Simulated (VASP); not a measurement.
Write the native input for VASP 6.6.1 that does the following.

```yaml
Task: single point
Functional: r2SCAN
Potentials_or_basis: VASP PAW PBE potentials, release 64 (Hf_pv, Si, O)
Cutoff: 520 eV
k_mesh: 6 × 6 × 6
Occupations: gaussian, width 0.01 eV
Spin: no spin polarisation
Dipole_correction: no
Further_INCAR_settings: ALGO = Normal; EDIFF = 1e-07; NBANDS = 50
```

HfSiO4:

```xyz
12
Lattice="-3.2908 3.2908 3.0753 3.2908 -3.2908 3.0753 3.2908 3.2908 -3.0753" Properties=species:S:1:pos:R:3 pbc="T T T"
Hf    0.0000    0.0000    0.0000
Hf    0.0000    3.2908    1.5377
Si    3.2908    0.0000    1.5377
Si    0.0000    0.0000    3.0753
O     3.2908    2.0759   -1.0995
O     4.5058    0.0000    0.4381
O     2.0759    0.0000    0.4381
O     0.0000    1.2149    1.9758
O     2.0759    3.2908    1.0995
O     3.2908    1.2149    2.6372
O     3.2908   -1.2149    2.6372
O     1.2149    0.0000    4.1749
```

This cell differs from its parent crystal: uniaxial z strain +3.0%.

The input as run:

POSCAR

```
HfSiO4
1.0
   -3.2908231527      3.2908231527      3.0753420139
    3.2908231527     -3.2908231527      3.0753420139
    3.2908231527      3.2908231527     -3.0753420139
Hf Si O
2 2 8
Direct
    0.0000000000      0.0000000000      0.0000000000
    0.7500000000      0.2500000000      0.5000000000
    0.2500000000      0.7500000000      0.5000000000
    0.5000000000      0.5000000000      0.0000000000
    0.1366417618      0.3212350672      0.8154066946
    0.0712350672      0.7558283725      0.6845933054
    0.0712350672      0.3866417618      0.3154066946
    0.5058283725      0.3212350672      0.1845933054
    0.6787649328      0.4941716275      0.8154066946
    0.6133582382      0.9287649328      0.6845933054
    0.2441716275      0.9287649328      0.3154066946
    0.6787649328      0.8633582382      0.1845933054
```

INCAR.step1

```
PREC = Accurate
ENCUT = 520
ISMEAR = 0
SIGMA = 0.01
LREAL = False
LASPH = True
NELM = 80
NBANDS = 50
GGA = PE
ALGO = Normal
EDIFF = 1E-4
LWAVE = True
LCHARG = False
```

INCAR.step2

```
PREC = Accurate
ENCUT = 520
EDIFF = 1E-7
ISMEAR = 0
SIGMA = 0.01
LREAL = False
LASPH = True
NELM = 80
ALGO = Normal
ISIF = 2
LWAVE = False
LCHARG = True
METAGGA = R2SCAN
LMIXTAU = True
LELF = True
LVHAR = True
NBANDS = 50
ISTART = 1
```

KPOINTS

```
Automatic mesh
0
Gamma
  6 6 6
```

Potentials or basis: VASP PAW PBE potentials, release 64 (Hf_pv, Si, O).

Command:

```console
$ cat potpaw_PBE.64/Hf_pv/POTCAR potpaw_PBE.64/Si/POTCAR potpaw_PBE.64/O/POTCAR > POTCAR
$ cp INCAR.step1 INCAR
$ mpirun -np 1 vasp_std > vasp.out
$ cp INCAR.step2 INCAR
$ mpirun -np 1 vasp_std > vasp.out
```

Results of the run:

* Pressure: -9.1 GPa
* Largest force: 0.212 eV/Å
* Band gap on the k mesh: 5.79 eV (least direct gap 6.21 eV)

Caveat: the cell differs from its parent crystal (uniaxial z strain +3.0%); the stress differs along the axes, from -15 to -6 GPa; the PAW data sets were made with another functional, which shifts forces and pressure a little; spin-orbit coupling is left out, which moves the levels of the heavy elements.

Wall time 14 min on 1 thread of AMD EPYC 7R13 Processor (Zen 3), with other jobs on the host, peak memory 0.35 GiB.
